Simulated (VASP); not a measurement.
# CsLiMoO4 (F-43m) in VASP: a series of runs

Runs on CsLiMoO4. Level: LDA. Tasks: single point, relaxation of volume and atoms at fixed shape.

All numbers are computed with VASP 6.6.1; they aren't measurements. Logs are shortened: lines on timing, memory, paths and dates and some standing lists are left out, and cuts for length are marked.

**1. The cell of the first run**

It takes space group F-43m (No. 216, cubic). The conventional cell has a = 8.254 Å, b = 8.254 Å, c = 8.254 Å, α = 90.00°, β = 90.00°, γ = 90.00°. Within 4.5 Å of Cs (site symmetry -43m) lie 12 O at 3.43 Å and 4 Li at 3.57 Å and 6 Mo at 4.13 Å. Within 2.4 Å of Li (site symmetry -43m) lie 4 O at 1.82 Å. Within 2.3 Å of Mo (site symmetry -43m) lie 4 O at 1.75 Å. O (site symmetry 3m) has 1 Mo at 1.75 Å and 1 Li at 1.82 Å within 2.3 Å.

**2. Single point, LDA**

The input, INCAR:

```
SYSTEM = CsLiMoO4
  ALGO = Normal
  EDIFF = 1E-6
  ENCUT = 520
  GGA = CA
  ISIF = 2
  ISMEAR = 1
  LASPH = .True.
  LCHARG = .False.
  LREAL = .False.
  LWAVE = .False.
  NBANDS = 34
  NELM = 80
  PREC = Accurate
  SIGMA = 0.02
```

The input, KPOINTS:

```
k-points
0
Gamma
  5 5 5
  0 0 0
```

The input, POSCAR:

```
CsLiMoO4
1.0
    0.0000000000      4.1269361438      4.1269361438
    4.1269361438      0.0000000000      4.1269361438
    4.1269361438      4.1269361438      0.0000000000
Cs Li Mo O
1 1 1 4
Direct
    0.7500000000      0.7500000000      0.7500000000
    0.5000000000      0.5000000000      0.5000000000
    0.2500000000      0.2500000000      0.2500000000
    0.8819873734      0.3726708755      0.3726708755
    0.3726708755      0.3726708755      0.8819873734
    0.3726708755      0.8819873734      0.3726708755
    0.3726708755      0.3726708755      0.3726708755
```

Potentials or basis: VASP PAW LDA potentials, release 64 (Cs_sv, Li_sv, Mo_sv, O).

Started as:

```sh
> cat potpaw_LDA.64/Cs_sv/POTCAR potpaw_LDA.64/Li_sv/POTCAR potpaw_LDA.64/Mo_sv/POTCAR potpaw_LDA.64/O/POTCAR > POTCAR
> mpirun -np 1 vasp_std > vasp.out
```

OUTCAR:

```text
SYSTEM = CsLiMoO4
   EDIFF = 1E-6
   ENCUT = 520
   GGA = CA
   ISIF = 2
   ISMEAR = 1
   LASPH = .True.
   LREAL = .False.
   NELM = 80
   PREC = Accurate

 ion  position               nearest neighbor table
   1  0.750  0.750  0.750-
   2  0.500  0.500  0.500-   4 1.82   5 1.82   6 1.82   7 1.82
   3  0.250  0.250  0.250-   7 1.75   5 1.75   6 1.75   4 1.75
   4  0.882  0.373  0.373-   3 1.75   2 1.82
   5  0.373  0.373  0.882-   3 1.75   2 1.82
   6  0.373  0.882  0.373-   3 1.75   2 1.82
   7  0.373  0.373  0.373-   3 1.75   2 1.82

  LATTYP: Found a face centered cubic cell.
 ALAT       =     8.2538722876

  Lattice vectors:

 A1 = (   0.0000000000,   4.1269361438,   4.1269361438)
 A2 = (   4.1269361438,   0.0000000000,   4.1269361438)
 A3 = (   4.1269361438,   4.1269361438,   0.0000000000)

Analysis of symmetry for initial positions (statically):
=====================================================================
 Subroutine PRICEL returns:
 Original cell was already a primitive cell.

 Routine SETGRP: Setting up the symmetry group for a
 face centered cubic supercell.

 Subroutine GETGRP returns: Found 24 space group operations
 (whereof 24 operations were pure point group operations)
 out of a pool of 48 trial point group operations.

The static configuration has the point symmetry T_d .

Analysis of symmetry for dynamics (positions and initial velocities):
=====================================================================
 Subroutine PRICEL returns:
 Original cell was already a primitive cell.

 Routine SETGRP: Setting up the symmetry group for a
 face centered cubic supercell.

 Subroutine GETGRP returns: Found 24 space group operations
 (whereof 24 operations were pure point group operations)
 out of a pool of 48 trial point group operations.

The dynamic configuration has the point symmetry T_d .

 Subroutine INISYM returns: Found 24 space group operations
 (whereof 24 operations are pure point group operations),
 and found     1 'primitive' translations

----------------------------------------------------------------------------------------

                                     Primitive cell

[... 84 lines left out ...]
   NELM   =     80;   NELMIN=  2; NELMDL= -5     # of ELM steps
   EDIFF  = 0.1E-05   stopping-criterion for ELM
   LREAL  =      F    real-space projection
   EDIFFG = 0.1E-04   stopping-criterion for IOM
   NSW    =      0    number of steps for IOM
   IBRION =     -1    ionic relax: 0-MD 1-quasi-New 2-CG
   NFREE  =      0    steps in history (QN), initial steepest desc. (CG)
   ISIF   =      2    stress and relaxation
   ISYM   =      2    0-nonsym 1-usesym 2-fastsym
   POTIM  = 0.5000    time-step for ionic-motion
   TEBEG  =    0.0;   TEEND  =   0.0 temperature during run
   PSTRESS=    0.0 pullay stress
   NELECT =      50.0000    total number of electrons
   NUPDOWN=      -1.0000    fix difference up-down
   EMIN   =  10.00;   EMAX   =-10.00  energy-range for DOS
   EFERMI =   0.00;   METHOD = LEGACY
   ISMEAR =     1;   SIGMA  =   0.02  broadening in eV -4-tet -1-fermi 0-gaus
   EFERMI_NEDOS =   21; number of points for ismear=-14 and -15
   IALGO  =     38    algorithm
   IMIX   =      4    mixing-type and parameters
     AMIX     =   0.40;   BMIX     =  1.00
     AMIX_MAG =   1.60;   BMIX_MAG =  1.00
  volume/ion in A,a.u.               =      20.08       135.52
  Fermi-wavevector in a.u.,A,eV,Ry     =   1.159917  2.191926 18.305394  1.345409
  Thomas-Fermi vector in A             =   2.296505
   LORBIT       =      0    0 simple, 1 ext, 2 COOP (PROOUT), +10 PAW based schemes
   GGA     = CA    functional components
   LHFCALC =     F    Hartree Fock is set to
   AEXX    =    0.0000 exact exchange contribution
   IVDW    =     0    specifies the selected vdW correction
   LEPSILON=     F    determine dielectric tensor
   LRPA    =     F    only Hartree local field effects (RPA)
 non-spin polarized calculation
 Methfessel and Paxton  Order N= 1 SIGMA  =   0.02
  energy-cutoff  :      520.00
  volume of cell :      140.58
 maximum number of plane-waves:      3792
 NGX is ok and might be reduce to    48
   NGX = 21   NGY = 21   NGZ = 21

 number of electron      50.0000008 magnetization

 Free energy of the ion-electron system (eV)
  ---------------------------------------------------
  ext. energy  EPLUGINS =         0.00000000
  ---------------------------------------------------
  free energy    TOTEN  =       -53.08702739 eV

  energy without entropy =      -53.08702739  energy(sigma->0) =      -53.08702739

 E-fermi :  -0.7594     XC(G=0):  -8.5420

 val. band max:       -0.9141621367   @ k =   0.4000   0.0000   0.0000
 cond. band min:       3.5912553028   @ k =   0.4000   0.4000   0.0000
 fundamental gap:      4.5054174396
 Fermi energy:        -0.7593867194

 k-point     1 :       0.0000    0.0000    0.0000
  band No.  band energies     occupation
      1     -60.7438      2.00000
      2     -40.9834      2.00000
      3     -35.3411      2.00000
      4     -35.3411      2.00000
      5     -35.3411      2.00000
      6     -19.8209      2.00000
[... 359 lines left out ...]
     33       7.2458      0.00000
     34       7.7315      0.00000

------------------------ aborting loop because EDIFF is reached ----------------------------------------

  FORCE on cell =-STRESS in cart. coord.  units (eV):
  Direction    XX          YY          ZZ          XY          YZ          ZX
  --------------------------------------------------------------------------------------
  -------------------------------------------------------------------------------------
  Total        0.4316395      0.4316395      0.4316395     -0.0000000      0.0000000      0.0000000
  in kB        4.9194719      4.9194719      4.9194719     -0.0000000      0.0000000      0.0000000
  external PRESSURE =       4.9194719 kB  Pullay stress =       0.0000000 kB

 VOLUME and BASIS-vectors are now :
 -----------------------------------------------------------------------------
  energy-cutoff  :      520.00
  volume of cell :      140.58
      direct lattice vectors                 reciprocal lattice vectors
     0.000000000  4.126936144  4.126936144    -0.121155255  0.121155255  0.121155255
     4.126936144  0.000000000  4.126936144     0.121155255 -0.121155255  0.121155255
     4.126936144  4.126936144  0.000000000     0.121155255  0.121155255 -0.121155255

 POSITION                                       TOTAL-FORCE (eV/Angst)
 -----------------------------------------------------------------------------------
      6.19040      6.19040      6.19040        -0.000000     -0.000000     -0.000000
      4.12694      4.12694      4.12694        -0.000000     -0.000000     -0.000000
      2.06347      2.06347      2.06347        -0.000000     -0.000000     -0.000000
      3.07598      5.17789      5.17789         0.118123     -0.118123     -0.118123
      5.17789      5.17789      3.07598        -0.118123     -0.118123      0.118123
      5.17789      3.07598      5.17789        -0.118123      0.118123     -0.118123
      3.07598      3.07598      3.07598         0.118123      0.118123      0.118123
 -----------------------------------------------------------------------------------
    total drift:                                0.000001      0.000001      0.000001

  FREE ENERGIE OF THE ION-ELECTRON SYSTEM (eV)
  ---------------------------------------------------
  free  energy   TOTEN  =       -53.0870273876 eV

  energy  without entropy=      -53.0870273876  energy(sigma->0) =      -53.08702739
```

OSZICAR:

```text
N       E                     dE             d eps       ncg     rms          rms(c)
DAV:   1     0.420761067213E+03    0.42076E+03   -0.26504E+04   744   0.138E+03
DAV:   2    -0.355209653500E+02   -0.45628E+03   -0.44340E+03   884   0.356E+02
DAV:   3    -0.656697675660E+02   -0.30149E+02   -0.30024E+02   882   0.900E+01
DAV:   4    -0.667338333245E+02   -0.10641E+01   -0.10609E+01  1112   0.135E+01
DAV:   5    -0.667591958016E+02   -0.25362E-01   -0.25045E-01   878   0.154E+00    0.694E+01
DAV:   6    -0.550307795440E+02    0.11728E+02   -0.56798E+01   770   0.577E+01    0.126E+01
DAV:   7    -0.536947051869E+02    0.13361E+01   -0.17339E+01   780   0.307E+01    0.203E+01
DAV:   8    -0.531368011464E+02    0.55790E+00   -0.12576E+00   758   0.779E+00    0.497E+00
DAV:   9    -0.530863449744E+02    0.50456E-01   -0.14837E-01   900   0.249E+00    0.740E-01
DAV:  10    -0.530862515259E+02    0.93448E-04   -0.30433E-02   806   0.129E+00    0.367E-01
DAV:  11    -0.530860600826E+02    0.19144E-03   -0.36374E-03   760   0.449E-01    0.133E-01
DAV:  12    -0.530870062519E+02   -0.94617E-03   -0.10551E-03   736   0.148E-01    0.150E-01
DAV:  13    -0.530870252541E+02   -0.19002E-04   -0.12863E-04   830   0.734E-02    0.317E-02
DAV:  14    -0.530870266565E+02   -0.14023E-05   -0.46923E-05   838   0.468E-02    0.848E-03
DAV:  15    -0.530870273876E+02   -0.73110E-06   -0.30873E-06   764   0.917E-03
   1 F= -.53087027E+02 E0= -.53087027E+02  d E =0.462899E-27
```

Run time: 57 s. Hardware: 1 thread of Intel Xeon Platinum 8259CL at 2.50GHz (Skylake/Cascade Lake), shared host; peak memory 0.28 GiB.

What came out:

```
Free energy            : -53.0870 eV
Largest force          : 0.205 eV/Å
Band gap on the k mesh : 4.51 eV (least direct gap 4.53 eV)
```

Forces on the atoms (eV/Å):
```
Cs   0.000  0.000  0.000
Li   0.000  0.000  0.000
Mo   0.000  0.000  0.000
O    0.118 -0.118 -0.118
O   -0.118 -0.118  0.118
O   -0.118  0.118 -0.118
O    0.118  0.118  0.118
```

Caveat: the cutoff is under 1.25 times the usual one of these potentials, so pressure, stress and relaxed cells hold a basis-set (Pulay) error; spin-orbit coupling is left out, which moves the levels of the heavy elements; an odd mesh through Γ misses points on the zone boundary, where band edges can lie.

**3. Relaxation of volume and atoms at fixed shape, LDA**

This run uses another cell than the first one, of 21.11 Å³/atom.

The input, INCAR:

```
SYSTEM = CsLiMoO4
PREC     = Accurate       ! precision mode
ENCUT    = 600            ! plane-wave cutoff, eV
EDIFF    = 1E-6           ! SCF threshold, eV
ISMEAR   = 1              ! smearing method
SIGMA    = 0.02           ! smearing width, eV
LREAL    = .False.        ! projectors in reciprocal space
LASPH    = .True.         ! aspherical terms in the spheres
NELM     = 60             ! most SCF steps
ALGO     = Normal         ! electronic algorithm
ISIF     = 8              ! what is computed and relaxed
LWAVE    = .False.        ! write WAVECAR
LCHARG   = .False.        ! write CHGCAR
GGA      = CA             ! functional
IBRION   = 2              ! ionic algorithm
NSW      = 80             ! ionic steps
EDIFFG   = -0.03          ! ionic threshold
```

The input, KPOINTS:

```
Automatic mesh
0
Gamma
  5 5 5
  0 0 0
```

The input, POSCAR:

```
CsLiMoO4
1.0
    0.0000000000      4.1960310000      4.1960310000
    4.1960310000      0.0000000000      4.1960310000
    4.1960310000      4.1960310000      0.0000000000
Cs Li Mo O
1 1 1 4
Direct
    0.7500000000      0.7500000000      0.7500000000
    0.5000000000      0.5000000000      0.5000000000
    0.2500000000      0.2500000000      0.2500000000
    0.8863670000      0.3712110000      0.3712110000
    0.3712110000      0.3712110000      0.8863670000
    0.3712110000      0.8863670000      0.3712110000
    0.3712110000      0.3712110000      0.3712110000
```

Potentials or basis: VASP PAW LDA potentials, release 64 (Cs_sv, Li_sv, Mo_sv, O).

Started as:

```sh
> cat potpaw_LDA.64/Cs_sv/POTCAR potpaw_LDA.64/Li_sv/POTCAR potpaw_LDA.64/Mo_sv/POTCAR potpaw_LDA.64/O/POTCAR > POTCAR
> mpirun -np 1 vasp_std > vasp.out
```

Run time: 4 min. Hardware: 1 thread of Intel Xeon Platinum 8259CL at 2.50GHz (Skylake/Cascade Lake), shared host; peak memory 0.31 GiB.

The run converged. Its results:

- Free energy: -53.1107 eV
- Relaxed volume: 20.01 Å³/atom
- Relaxed cell: a = 5.830 Å, b = 5.830 Å, c = 5.830 Å, α = 60.00°, β = 60.00°, γ = 60.00°
- Space group after relaxing (to 0.1 Å): F-43m (No. 216)
- Energy gained by relaxing: 6.7 meV/atom
- Ionic steps: 7
- Pressure after relaxing: 0.1 GPa
- Largest force after relaxing: 0.025 eV/Å
- Band gap on the k mesh: 4.47 eV (least direct gap 4.53 eV)

Forces in eV/Å, atoms in the order of the input:
```
Cs   0.000  0.000  0.000
Li   0.000  0.000  0.000
Mo   0.000  0.000  0.000
O    0.015 -0.015 -0.015
O   -0.015 -0.015  0.015
O   -0.015  0.015 -0.015
O    0.015  0.015  0.015
```

The path:
```
step  energy change (eV)  largest force (eV/Å)  pressure (GPa)  volume (Å³)
   1              0.0000                0.1144           -1.66       147.76
   2             -0.0263                0.6173            0.45       143.13
   3             -0.0264                0.6265            0.47       143.05
   4             -0.0414                0.3335            0.30       141.60
   5             -0.0439                0.1996            0.03       139.00
   6             -0.0470                0.0383            0.13       140.14
   7             -0.0470                0.0253            0.10       140.08
```

Final structure:
```cif
data_structure
_symmetry_space_group_name_H-M 'P 1'
_symmetry_Int_Tables_number 1
_cell_length_a 5.8295
_cell_length_b 5.8295
_cell_length_c 5.8295
_cell_angle_alpha 60.000
_cell_angle_beta 60.000
_cell_angle_gamma 60.000
_cell_volume 140.08
loop_
_atom_site_label
_atom_site_type_symbol
_atom_site_fract_x
_atom_site_fract_y
_atom_site_fract_z
_atom_site_occupancy
Cs1 Cs 0.75000 0.75000 0.75000 1
Li1 Li 0.50000 0.50000 0.50000 1
Mo1 Mo 0.25000 0.25000 0.25000 1
O1 O 0.88101 0.37300 0.37300 1
O2 O 0.37300 0.37300 0.88101 1
O3 O 0.37300 0.88101 0.37300 1
O4 O 0.37300 0.37300 0.37300 1
```

Levels at points of the mesh, in eV from the valence-band top:
```
           k point  band 21  band 22  band 23  band 24  band 25  band 26  band 27  band 28  band 29  band 30
(0.00, 0.00, 0.00)    -1.36    -1.36    -0.01    -0.01    -0.01     4.52     4.65     4.65     6.80     6.80
```

Caveat: the cutoff is under 1.25 times the usual one of these potentials, so pressure, stress and relaxed cells hold a basis-set (Pulay) error; spin-orbit coupling is left out, which moves the levels of the heavy elements; an odd mesh through Γ misses points on the zone boundary, where band edges can lie.
